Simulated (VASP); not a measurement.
Set up this calculation in VASP 6.6.1, as the native input.

* Task: relaxation of cell and atoms
* Functional: PBEsol
* Potentials or basis: VASP PAW PBE potentials, release 64 (Zn, S)
* Cutoff: 600 eV
* k mesh: 10 × 10 × 10
* Occupations: gaussian, width 0.02 eV
* Spin: no spin polarisation
* Dipole correction: no
* Further INCAR settings: ALGO = Normal; EDIFF = 1e-06; IBRION = 2; EDIFFG = -0.005; NSW = 100; ISIF = 3

The structure of ZnS lies in POSCAR:

```
ZnS
1.0
    0.0000000000      2.7020000000      2.7020000000
    2.7020000000      0.0000000000      2.7020000000
    2.7020000000      2.7020000000      0.0000000000
Zn S
1 1
Direct
    0.0000000000      0.0000000000      0.0000000000
    0.2500000000      0.2500000000      0.2500000000
```

These files were run (other wordings do the same):

INCAR

```
SYSTEM = ZnS
PREC = Accurate
ENCUT = 600
EDIFF = 1E-6
ISMEAR = 0
SIGMA = 0.02
LREAL = .FALSE.
LASPH = .TRUE.
NELM = 80
ALGO = Normal
ISIF = 3
LWAVE = .FALSE.
LCHARG = .FALSE.
GGA = PS
IBRION = 2
NSW = 100
EDIFFG = -0.005
```

KPOINTS

```
regular mesh
0
G
  10 10 10
  0 0 0
```

Potentials or basis: VASP PAW PBE potentials, release 64 (Zn, S).

Run with:

```console
$ cat potpaw_PBE.64/Zn/POTCAR potpaw_PBE.64/S/POTCAR > POTCAR
$ mpirun -np 1 vasp_std > vasp.out
```

Results of the run:

```json
{
  "Relaxed volume": "19.26 Å³/atom",
  "Relaxed cell": "a = 3.791 Å, b = 3.791 Å, c = 3.791 Å, α = 60.00°, β = 60.00°, γ = 60.00°",
  "Space group after relaxing (to 0.05 Å)": "F-43m (No. 216)",
  "Energy gained by relaxing": "2.7 meV/atom",
  "Ionic steps": "3",
  "Pressure after relaxing": "0.0 GPa",
  "Band gap on the k mesh": "2.08 eV, direct"
}
```

Caveat: the PAW data sets were made with another functional, which shifts forces and pressure a little.

Run time: 26 s on 1 thread of Intel(R) Xeon(R) Platinum 8488C (Sapphire Rapids) (shared host), peak memory 0.2 GiB.
